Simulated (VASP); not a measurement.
# As in VASP: a series of runs

As is run at these levels: PBE+D3(BJ); tasks: single point, relaxation of the atoms.

All numbers are computed with VASP 6.6.1; they aren't measurements. Logs are shortened: lines on timing, memory, paths and dates and some standing lists are left out, and cuts for length are marked.

## 1. The cell of the first run

The cell holds a slab with vacuum, 2 atoms: a = 3.570 Å, b = 3.570 Å, c = 19.398 Å, α = 90.00°, β = 90.00°, γ = 120.00°.

## 2. Single point, PBE+D3(BJ)

INCAR reads:

```
PREC = Accurate
ENCUT = 520
EDIFF = 1E-7
ISMEAR = 0
SIGMA = 0.05
LREAL = F
LASPH = T
NELM = 100
ALGO = Normal
ISIF = 2
LWAVE = F
LCHARG = F
LDIPOL = T
IDIPOL = 3
DIPOL = 0.5 0.5 0.500
GGA = PE
IVDW = 12
NBANDS = 12
```

KPOINTS reads:

```
regular mesh
0
Gamma
  9 9 1
```

POSCAR reads:

```
As
1.0
    3.5704865906      0.0000000000      0.0000000000
   -1.7852432953      3.0921320914      0.0000000000
    0.0000000000      0.0000000000     19.3981243213
As
2
Direct
    0.3333333333      0.6666666667      0.4639623837
    0.6666666667      0.3333333333      0.5360376163
```

Potentials or basis: VASP PAW PBE potentials, release 64 (As).

Run with:

```
> cat potpaw_PBE.64/As/POTCAR > POTCAR
> mpirun -np 1 vasp_std > vasp.out
```

OUTCAR:

```text
PREC = Accurate
   ENCUT = 520
   EDIFF = 1E-7
   ISMEAR = 0
   LREAL = F
   LASPH = T
   NELM = 100
   ISIF = 2
   GGA = PE
   IVDW = 12
 IVDW          = 12

 ion  position               nearest neighbor table
   1  0.333  0.667  0.464-   2 2.49   2 2.49   2 2.49
   2  0.667  0.333  0.536-   1 2.49   1 2.49   1 2.49

  LATTYP: Found a hexagonal cell.
 ALAT       =     3.5704865906
 C/A-ratio  =     5.4329077646

  Lattice vectors:

 A1 = (   3.5704865906,   0.0000000000,   0.0000000000)
 A2 = (  -1.7852432953,   3.0921320914,   0.0000000000)
 A3 = (   0.0000000000,   0.0000000000,  19.3981243213)

Analysis of symmetry for initial positions (statically):
=====================================================================
 Subroutine PRICEL returns:
 Original cell was already a primitive cell.

 Routine SETGRP: Setting up the symmetry group for a
 hexagonal supercell.

 Subroutine GETGRP returns: Found 12 space group operations
 (whereof 12 operations were pure point group operations)
 out of a pool of 24 trial point group operations.

The static configuration has the point symmetry D_3d.

Analysis of symmetry for dynamics (positions and initial velocities):
=====================================================================
 Subroutine PRICEL returns:
 Original cell was already a primitive cell.

 Routine SETGRP: Setting up the symmetry group for a
 hexagonal supercell.

 Subroutine GETGRP returns: Found 12 space group operations
 (whereof 12 operations were pure point group operations)
 out of a pool of 24 trial point group operations.

The dynamic configuration has the point symmetry D_3d.

 Subroutine INISYM returns: Found 12 space group operations
 (whereof 12 operations are pure point group operations),
 and found     1 'primitive' translations

----------------------------------------------------------------------------------------

                                     Primitive cell

  volume of cell :     214.1634

  direct lattice vectors                    reciprocal lattice vectors
     3.570486591  0.000000000  0.000000000     0.280073871  0.161700725  0.000000000
    -1.785243295  3.092132091  0.000000000     0.000000000  0.323401449  0.000000000
     0.000000000  0.000000000 19.398124321     0.000000000  0.000000000  0.051551376

  length of vectors
     3.570486591  3.570486591 19.398124321     0.323401449  0.323401449  0.051551376

  position of ions in fractional coordinates (direct lattice)
     0.333333333  0.666666667  0.463962384
     0.666666667  0.333333333  0.536037616

  ion indices of the primitive-cell ions
   primitive index   ion index
                 1           1
                 2           2

----------------------------------------------------------------------------------------

 KPOINTS: regular mesh

Automatic generation of k-mesh.
 Grid dimensions read from file:
 generate k-points for:    9    9    1

 Generating k-lattice:

  Cartesian coordinates                     Fractional coordinates (reciprocal lattice)
     0.031119319  0.017966747  0.000000000     0.111111111 -0.000000000  0.000000000
     0.000000000  0.035933494  0.000000000     0.000000000  0.111111111  0.000000000
     0.000000000  0.000000000  0.051551376     0.000000000  0.000000000  1.000000000

  Length of vectors
     0.035933494  0.035933494  0.051551376

  Shift w.r.t. Gamma in fractional coordinates (k-lattice)
     0.000000000  0.000000000  0.000000000

 Subroutine IBZKPT returns following result:
 ===========================================

 Found     12 irreducible k-points:

 Following reciprocal coordinates:
            Coordinates               Weight
  0.000000  0.000000  0.000000      1.000000
  0.111111 -0.000000  0.000000      6.000000
  0.222222  0.000000  0.000000      6.000000
  0.333333  0.000000  0.000000      6.000000
  0.444444  0.000000  0.000000      6.000000
  0.111111  0.111111  0.000000      6.000000
  0.222222  0.111111  0.000000     12.000000
  0.333333  0.111111  0.000000     12.000000
  0.444444  0.111111  0.000000      6.000000
  0.222222  0.222222  0.000000      6.000000
  0.333333  0.222222  0.000000     12.000000
  0.333333  0.333333  0.000000      2.000000
   k-points           NKPTS =     12   k-points in BZ     NKDIM =     12   number of bands    NBANDS=     12
   number of dos      NEDOS =    301   number of ions     NIONS =      2
   total plane-waves  NPLWV = 112896
   dimension x,y,z NGX =    28 NGY =   28 NGZ =  144
   dimension x,y,z NGXF=    56 NGYF=   56 NGZF=  288
   ions per type =               2
   NGX,Y,Z   is equivalent  to a cutoff of  13.04, 13.04, 12.34 a.u.
   NGXF,Y,Z  is equivalent  to a cutoff of  26.07, 26.07, 24.68 a.u.
 SYSTEM =  unknown system
   PREC   = accura    normal or accurate (medium, high low for compatibility)
   ISTART =      0    job   : 0-new  1-cont  2-samecut
   ICHARG =      2    charge: 1-file 2-atom 10-const
   ISPIN  =      1    spin polarized calculation?
[... 128 lines left out ...]
      2     -12.2922      2.00000
      3      -6.9191      2.00000
      4      -5.2083      2.00000
      5      -4.8520      2.00000
      6      -1.4578      0.00000
      7      -0.1579      0.00000
      8       1.2138      0.00000
      9       2.9599      0.00000
     10       4.2776      0.00000
     11       4.8552      0.00000
     12       5.5009      0.00000

 k-point     6 :       0.1111    0.1111    0.0000
  band No.  band energies     occupation
      1     -16.4943      2.00000
      2     -10.5815      2.00000
      3      -5.8539      2.00000
      4      -4.5030      2.00000
      5      -3.8035      2.00000
      6      -0.4644      0.00000
      7       0.0481      0.00000
      8       1.3183      0.00000
      9       2.1544      0.00000
     10       2.2306      0.00000
     11       3.0402      0.00000
     12       3.7107      0.00000

 k-point     7 :       0.2222    0.1111    0.0000
  band No.  band energies     occupation
      1     -15.8516      2.00000
      2     -10.9322      2.00000
      3      -6.7915      2.00000
      4      -5.4288      2.00000
      5      -3.8383      2.00000
      6      -0.9880      0.00000
      7       0.5508      0.00000
      8       1.1997      0.00000
      9       2.6659      0.00000
     10       2.9743      0.00000
     11       3.6768      0.00000
     12       4.3505      0.00000

 k-point     8 :       0.3333    0.1111    0.0000
  band No.  band energies     occupation
      1     -14.9788      2.00000
      2     -11.8512      2.00000
      3      -6.9929      2.00000
      4      -5.8411      2.00000
      5      -4.4080      2.00000
      6      -0.9626      0.00000
      7       0.2620      0.00000
      8       0.8541      0.00000
      9       3.4023      0.00000
     10       3.7498      0.00000
     11       4.4141      0.00000
     12       5.1845      0.00000

 k-point     9 :       0.4444    0.1111    0.0000
  band No.  band energies     occupation
      1     -14.3547      2.00000
      2     -12.5652      2.00000
      3      -6.9552      2.00000
      4      -5.7178      2.00000
      5      -4.9804      2.00000
      6      -0.4472      0.00000
      7      -0.4302      0.00000
      8       0.9052      0.00000
      9       3.0962      0.00000
     10       5.1995      0.00000
     11       5.2495      0.00000
     12       5.5914      0.00000

 k-point    10 :       0.2222    0.2222    0.0000
  band No.  band energies     occupation
      1     -15.0929      2.00000
      2     -11.6228      2.00000
      3      -6.7238      2.00000
      4      -6.6223      2.00000
      5      -4.1596      2.00000
      6      -0.3921      0.00000
      7      -0.2176      0.00000
      8       1.5700      0.00000
      9       3.6279      0.00000
     10       3.6636      0.00000
     11       4.3119      0.00000
     12       4.9910      0.00000

 k-point    11 :       0.3333    0.2222    0.0000
  band No.  band energies     occupation
      1     -14.2019      2.00000
      2     -12.5470      2.00000
      3      -7.4216      2.00000
      4      -6.0245      2.00000
      5      -4.8253      2.00000
      6      -0.9973      0.00000
      7       0.5271      0.00000
      8       1.2906      0.00000
      9       4.0632      0.00000
     10       4.8876      0.00000
     11       5.1478      0.00000
     12       5.6084      0.00000

 k-point    12 :       0.3333    0.3333    0.0000
  band No.  band energies     occupation
      1     -13.3453      2.00000
      2     -13.3453      2.00000
      3      -7.8299      2.00000
      4      -5.3973      2.00000
      5      -5.3973      2.00000
      6      -1.4247      0.00000
      7       1.2271      0.00000
      8       1.2271      0.00000
      9       4.7260      0.00000
     10       5.6627      0.00000
     11       5.6627      0.00000
     12       6.4371      0.00000

------------------------ aborting loop because EDIFF is reached ----------------------------------------

 vacuum level on the upper side and lower side of the slab       (xc-potential included)        -0.073        -0.073

 Edisp (eV)   -0.42426

 E8    (eV) :    -0.1923

  FORCE on cell =-STRESS in cart. coord.  units (eV):
  Direction    XX          YY          ZZ          XY          YZ          ZX
  --------------------------------------------------------------------------------------
  -------------------------------------------------------------------------------------
  Total       0.09158     0.09158     0.12018     0.00000     0.00000     0.00000
  in kB       0.68511     0.68511     0.89911     0.00000     0.00000     0.00000
  external pressure =        0.76 kB  Pullay stress =        0.00 kB

 VOLUME and BASIS-vectors are now :
 -----------------------------------------------------------------------------
  energy-cutoff  :      520.00
  volume of cell :      214.16
      direct lattice vectors                 reciprocal lattice vectors
     3.570486591  0.000000000  0.000000000     0.280073871  0.161700725  0.000000000
    -1.785243295  3.092132091  0.000000000     0.000000000  0.323401449  0.000000000
     0.000000000  0.000000000 19.398124321     0.000000000  0.000000000  0.051551376

 POSITION                                       TOTAL-FORCE (eV/Angst)
 -----------------------------------------------------------------------------------
     -0.00000      2.06142      9.00000         0.000000      0.000000     -0.088320
      1.78524      1.03071     10.39812        -0.000000     -0.000000      0.088320
 -----------------------------------------------------------------------------------
    total drift:                                0.000000      0.000000      0.000000

  FREE ENERGIE OF THE ION-ELECTRON SYSTEM (eV)
  ---------------------------------------------------
  free  energy   TOTEN  =        -9.7501203656 eV

  energy  without entropy=       -9.7501203656  energy(sigma->0) =       -9.75012037

 vacuum level on the upper side and lower side of the slab         1.938         1.938
```

Wall time 63 s (1 thread of Intel Xeon Platinum 8259CL at 2.50GHz (Skylake/Cascade Lake), shared host); peak memory 0.32 GiB.

Results:

* Free energy: -9.7501 eV
* Largest force: 0.088 eV/Å
* Band gap on the k mesh: 1.55 eV, indirect (least direct gap 2.04 eV)
* Dispersion energy per atom: -0.212 eV

Forces on the atoms (eV/Å):
```
As   0.000  0.000 -0.088
As   0.000  0.000  0.088
```

## 3. Single point, PBE+D3(BJ)

This run uses another cell than the first one, of 106.39 Å³/atom, 0.994 times its volume.

INCAR reads:

```
SYSTEM = As
ALGO = Normal
DIPOL = 0.5 0.5 0.500
EDIFF = 1E-6
ENCUT = 520
GGA = PE
IDIPOL = 3
ISIF = 2
ISMEAR = 0
IVDW = 12
LASPH = .TRUE.
LCHARG = .FALSE.
LDIPOL = .TRUE.
LREAL = .FALSE.
LWAVE = .FALSE.
NBANDS = 12
NELM = 100
PREC = Accurate
SIGMA = 0.05
```

KPOINTS reads:

```
k-points
0
G
  12 12 1
  0 0 0
```

POSCAR reads:

```
As
1.0
    3.5704865906      0.0000000000      0.0000000000
   -1.7852432953      3.0921320914      0.0000000000
    0.0000000000      0.0000000000     19.2731425576
As
2
Direct
    0.3333333333      0.6666666667      0.4637286883
    0.6666666667      0.3333333333      0.5362713117
```

Potentials or basis: VASP PAW PBE potentials, release 64 (As).

Run with:

```
> cat potpaw_PBE.64/As/POTCAR > POTCAR
> mpirun -np 1 vasp_std > vasp.out
```

Wall time 90 s (1 thread of Intel Xeon Platinum 8259CL at 2.50GHz (Skylake/Cascade Lake), shared host); peak memory 0.32 GiB.

The run converged. Its results:

```yaml
Free_energy: -9.7525 eV
Largest_force: 0.093 eV/Å
Band_gap_on_the_k_mesh: 1.55 eV, indirect (least direct gap 2.04 eV)
Dispersion_energy_per_atom: -0.212 eV
```

Forces in eV/Å, atoms in the order of the input:
```
As   0.000  0.000 -0.093
As   0.000  0.000  0.093
```

Levels at points of the mesh, in eV from the valence-band top:
```csv
k point,band 2,band 3,band 4,band 5,band 6,band 7,band 8,band 9
"(0.00, 0.00, 0.00)",-7.28,-0.70,0.00,0.00,2.04,3.52,3.52,4.78
"(0.50, 0.00, 0.00)",-9.21,-3.53,-1.94,-1.69,1.93,3.04,4.51,6.18
```

## 4. Single point, PBE+D3(BJ)

This run uses another cell than the first one, of 117.95 Å³/atom, 1.102 times its volume.

INCAR reads:

```
  PREC = Accurate
  ENCUT = 520
  EDIFF = 1E-6
  ISMEAR = 0
  SIGMA = 0.05
  LREAL = F
  LASPH = T
  NELM = 100
  ALGO = Normal
  ISIF = 2
  LWAVE = F
  LCHARG = F
  LDIPOL = T
  IDIPOL = 3
  DIPOL = 0.5 0.5 0.500
  GGA = PE
  IVDW = 12
  NBANDS = 12
```

KPOINTS reads:

```
Automatic mesh
0
Gamma
  12 12 1
```

POSCAR reads:

```
As
1.0
    3.7594989200      0.0000000000      0.0000000000
   -1.8797494600      3.2558215700      0.0000000000
    0.0000000000      0.0000000000     19.2731425576
As
2
Direct
    0.3333333300      0.6666666700      0.4669710699
    0.6666666700      0.3333333300      0.5330289301
```

Run with:

```
> cat potpaw_PBE.64/As/POTCAR > POTCAR
> mpirun -np 1 vasp_std > vasp.out
```

Wall time 81 s (1 thread of Intel Xeon Platinum 8259CL at 2.50GHz (Skylake/Cascade Lake), shared host); peak memory 0.31 GiB.

The run converged. Its results:

```
Free energy                : -9.6060 eV
Largest force              : 0.976 eV/Å
Band gap on the k mesh     : 0.82 eV, indirect (least direct gap 0.85 eV)
Dispersion energy per atom : -0.192 eV
```

Forces in eV/Å, atoms in the order of the input:
```
As   0.000  0.000 -0.976
As   0.000  0.000  0.976
```

Levels at points of the mesh, in eV from the valence-band top:
```csv
k point,band 2,band 3,band 4,band 5,band 6,band 7,band 8,band 9
"(0.00, 0.00, 0.00)",-6.85,-0.79,-0.79,-0.04,0.82,2.96,2.96,4.94
"(0.50, 0.00, 0.00)",-9.30,-3.19,-2.41,-1.31,1.50,3.55,4.42,6.46
```

## 5. Single point, PBE+D3(BJ)

INCAR reads:

```
SYSTEM = As
PREC = Accurate ; ENCUT = 520
EDIFF = 1E-6 ; ISMEAR = 0
SIGMA = 0.05 ; LREAL = .False.
LASPH = .True. ; NELM = 80
ALGO = Normal ; ISIF = 2
LWAVE = .False. ; LCHARG = .False.
LDIPOL = .True. ; IDIPOL = 3
DIPOL = 0.5 0.5 0.500 ; GGA = PE
IVDW = 12 ; NBANDS = 12
```

KPOINTS reads:

```
Automatic mesh
0
Gamma
  33 33 1
  0 0 0
```

POSCAR reads:

```
As
1.0
    3.5704865906      0.0000000000      0.0000000000
   -1.7852432953      3.0921320914      0.0000000000
    0.0000000000      0.0000000000     19.3981243213
As
2
Direct
    0.3333333333      0.6666666667      0.4639623837
    0.6666666667      0.3333333333      0.5360376163
```

Run with:

```
> cat potpaw_PBE.64/As/POTCAR > POTCAR
> mpirun -np 1 vasp_std > vasp.out
```

Wall time 5.5 min (1 thread of Intel Xeon Platinum 8259CL at 2.50GHz (Skylake/Cascade Lake), shared host); peak memory 0.48 GiB.

The run converged. Its results:

- Free energy: -9.7528 eV
- Largest force: 0.093 eV/Å
- Band gap on the k mesh: 1.54 eV, indirect (least direct gap 2.04 eV)
- Dispersion energy per atom: -0.212 eV

Forces in eV/Å, atoms in the order of the input:
```
As   0.000  0.000 -0.093
As   0.000  0.000  0.093
```

Levels at points of the mesh, in eV from the valence-band top:
| k point | band 1 | band 2 | band 3 | band 4 | band 5 | band 6 | band 7 | band 8 | band 9 | band 10 |
| --- | --- | --- | --- | --- | --- | --- | --- | --- | --- | --- |
| (0.00, 0.00, 0.00) | -13.69 | -7.28 | -0.70 | 0.00 | 0.00 | 2.04 | 3.52 | 3.52 | 4.78 | 4.99 |

## 6. Relaxation of the atoms, PBE+D3(BJ)

INCAR reads:

```
SYSTEM = As
  PREC = Accurate
  ENCUT = 520
  EDIFF = 1E-7
  ISMEAR = 0
  SIGMA = 0.05
  LREAL = .False.
  LASPH = .True.
  NELM = 60
  ALGO = Normal
  ISIF = 2
  LWAVE = .False.
  LCHARG = .False.
  LDIPOL = .True.
  IDIPOL = 3
  DIPOL = 0.5 0.5 0.500
  GGA = PE
  IVDW = 12
  IBRION = 2
  NSW = 60
  EDIFFG = -0.04
```

KPOINTS reads:

```
regular mesh
0
Gamma
  9 9 1
  0 0 0
```

POSCAR is that of step 5.

Potentials or basis: VASP PAW PBE potentials, release 64 (As).

Run with:

```
> cat potpaw_PBE.64/As/POTCAR > POTCAR
> mpirun -np 1 vasp_std > vasp.out
```

It took 68 s on 1 thread of Intel Xeon Platinum 8259CL at 2.50GHz (Skylake/Cascade Lake), shared host; peak memory 0.33 GiB.

Results (log left out):

```
Free energy                  : -9.7504 eV
Energy gained by relaxing    : 0.1 meV/atom
Ionic steps                  : 2
Largest force after relaxing : 0.024 eV/Å
Band gap on the k mesh       : 1.51 eV, indirect (least direct gap 2.02 eV)
Dispersion energy per atom   : -0.212 eV
```

Forces on the atoms (eV/Å):
```
As   0.000  0.000  0.024
As   0.000  0.000 -0.024
```

Step by step:
| step | energy change (eV) | largest force (eV/Å) | pressure (GPa) |
| --- | --- | --- | --- |
| 1 | 0.0000 | 0.0883 | 0.08 |
| 2 | -0.0003 | 0.0244 | 0.01 |

Final structure:
```cif
data_structure
_symmetry_space_group_name_H-M 'P 1'
_symmetry_Int_Tables_number 1
_cell_length_a 3.5705
_cell_length_b 3.5705
_cell_length_c 19.3981
_cell_angle_alpha 90.000
_cell_angle_beta 90.000
_cell_angle_gamma 120.000
_cell_volume 214.16
loop_
_atom_site_label
_atom_site_type_symbol
_atom_site_fract_x
_atom_site_fract_y
_atom_site_fract_z
_atom_site_occupancy
As1 As 0.33333 0.66667 0.46374 1
As2 As 0.66667 0.33333 0.53626 1
```

Levels at points of the mesh, in eV from the valence-band top:
| k point | band 2 | band 3 | band 4 | band 5 | band 6 | band 7 | band 8 | band 9 |
| --- | --- | --- | --- | --- | --- | --- | --- | --- |
| (0.00, 0.00, 0.00) | -7.34 | -0.76 | 0.00 | 0.00 | 2.02 | 3.49 | 3.49 | 4.73 |

## 7. Overview

| task | cell | k mesh | gap on the mesh (eV) | largest force (eV/Å) |
| --- | --- | --- | --- | --- |
| single point | a = 3.570, b = 3.570, c = 19.398 Å, angles 90.0, 90.0, 120.0°, 2 atoms | 9 × 9 × 1 | 1.55 | 0.09 |
| single point | a = 3.570, b = 3.570, c = 19.273 Å, angles 90.0, 90.0, 120.0°, 2 atoms | 12 × 12 × 1 | 1.55 | 0.09 |
| single point | a = 3.759, b = 3.759, c = 19.273 Å, angles 90.0, 90.0, 120.0°, 2 atoms | 12 × 12 × 1 | 0.82 | 0.98 |
| single point | a = 3.570, b = 3.570, c = 19.398 Å, angles 90.0, 90.0, 120.0°, 2 atoms | 33 × 33 × 1 | 1.54 | 0.09 |
| relaxation of the atoms | atoms relaxed from a = 3.570, b = 3.570, c = 19.398 Å, angles 90.0, 90.0, 120.0°, 2 atoms | 9 × 9 × 1 | 1.51 | 0.02 |

Alike in all rows: level PBE+D3(BJ); potentials or basis VASP PAW PBE potentials, release 64 (As); no spin polarisation; cutoff (eV) 520; smearing gaussian 0.05 eV.

Total energies depend on the potentials used, so only differences within one code and one set of settings carry meaning.
